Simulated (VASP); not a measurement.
Set up this calculation in VASP 6.6.1, as the native input.

```
Task                   : single point
Functional             : PBE
Potentials or basis    : VASP PAW PBE potentials, release 64 (Rb_sv)
Cutoff                 : 520 eV
k mesh                 : 12 × 12 × 12
Occupations            : gaussian, width 0.15 eV
Spin                   : no spin polarisation
Dipole correction      : no
Further INCAR settings : ALGO = Fast; EDIFF = 1e-06; NBANDS = 10
```

The structure of Rb lies in POSCAR:

```
Rb
1.0
   -2.9545118615      2.9988295394      2.7308451955
    2.9545118615     -2.9988295394      2.7308451955
    2.9545118615      2.9988295394     -2.7308451955
Rb
1
Direct
    0.0000000000      0.0000000000      0.0000000000
```

This cell differs from its parent crystal: strain +0.0150 x Voigt [0, 1, 0, 0, 0, 0].

One way to write it, as run:

INCAR

```
  ALGO = Fast
  EDIFF = 1E-6
  ENCUT = 520
  GGA = PE
  ISIF = 2
  ISMEAR = 0
  LASPH = True
  LCHARG = False
  LREAL = False
  LWAVE = False
  NBANDS = 10
  NELM = 100
  PREC = Accurate
  SIGMA = 0.15
```

KPOINTS

```
k-points
0
Gamma
  12 12 12
```

Potentials or basis: VASP PAW PBE potentials, release 64 (Rb_sv).

The run is started by

```sh
$ cat potpaw_PBE.64/Rb_sv/POTCAR > POTCAR
$ mpirun -np 1 vasp_std > vasp.out
```

It gave:

| Property | Result |
| --- | --- |
| Pressure | -0.1 GPa |
| Band gap on the k mesh | zero (an odd number of electrons rules out a gap without spin polarisation) |

Caveat: the cell differs from its parent crystal (strain +0.0150 x Voigt [0, 1, 0, 0, 0, 0]).

Wall time 6 min on 1 thread of AMD EPYC 9755 128-Core Processor, with other jobs on the host, peak memory 0.39 GiB.
